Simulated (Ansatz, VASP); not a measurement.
**CaO: VASP beside Ansatz**

```
Ca O
1.0
     0.00000    2.52654    2.52654
     2.52654    0.00000    2.52654
     2.52654    2.52654    0.00000
Ca O
1 1
Direct
  0.00000 0.00000 0.00000
  0.50000 0.50000 0.50000
```

Change from the starting cell: hydrostatic strain +5.4%.

Alike in both runs: task single point; functional HSE06; k mesh 6 × 6 × 6; no spin polarisation.

```csv
,VASP,Ansatz
version,VASP 6.6.1,Ansatz 0.2.0
potentials or method,"VASP PAW PBE potentials, release 64 (Ca_sv, O)","plane waves, PAW"
plane-wave cutoff (eV),520,420
occupations,"gaussian, width 0.01 eV",fixed
valence electrons in the cell,16,16
```

```tsv
	VASP	Ansatz	Ansatz less VASP
gap on the k mesh at the Fermi level (eV)	5.01	5.02	+0.016
pressure (GPa)	-12.4	-12.7	-0.36
```

Ansatz's warnings: stress exchange threshold loose, stress scf threshold loose.
